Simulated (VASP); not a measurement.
Wanted: the native input for a VASP 6.6.1 run.

| Quantity | Value |
| --- | --- |
| Task | relaxation of cell and atoms |
| Functional | LDA |
| Potentials or basis | VASP PAW LDA potentials, release 64 (Mg) |
| Cutoff | 600 eV |
| k mesh | 12 × 12 × 12 |
| Occupations | fermi-dirac, width 0.1 eV |
| Spin | no spin polarisation |
| Dipole correction | no |
| Further INCAR settings | ALGO = Normal; EDIFF = 1e-07; IBRION = 2; EDIFFG = -0.01; NSW = 80; ISIF = 3 |

The structure of Mg lies in POSCAR:

```
Mg
1.0
   -1.7976546712      1.7976546712      1.7976546712
    1.7976546712     -1.7976546712      1.7976546712
    1.7976546712      1.7976546712     -1.7976546712
Mg
1
Direct
    0.0000000000      0.0000000000      0.0000000000
```

These files were run (other wordings do the same):

INCAR

```
  PREC = Accurate
  ENCUT = 600
  EDIFF = 1E-7
  ISMEAR = -1
  SIGMA = 0.1
  LREAL = F
  LASPH = T
  NELM = 60
  ALGO = Normal
  ISIF = 3
  LWAVE = F
  LCHARG = F
  GGA = CA
  IBRION = 2
  NSW = 80
  EDIFFG = -0.01
```

KPOINTS

```
regular mesh
0
Gamma
  12 12 12
```

Potentials or basis: VASP PAW LDA potentials, release 64 (Mg).

The run is started by

```sh
$ cat potpaw_LDA.64/Mg/POTCAR > POTCAR
$ mpirun -np 1 vasp_std > vasp.out
```

It gave:

* Relaxed volume: 21.43 Å³/atom
* Relaxed cell: a = 3.031 Å, b = 3.031 Å, c = 3.031 Å, α = 109.47°, β = 109.47°, γ = 109.47°
* Space group after relaxing (to 0.05 Å): Im-3m (No. 229)
* Energy gained by relaxing: 17.0 meV/atom
* Ionic steps: 3
* Pressure after relaxing: 0.0 GPa
* Band gap on the k mesh: zero (band 1 reaches 6.87 eV, above the bottom of band 2 at 1.92 eV)

It took 44 s on 1 thread of Intel Xeon 6975P-C, with other jobs on the host, peak memory 0.12 GiB.
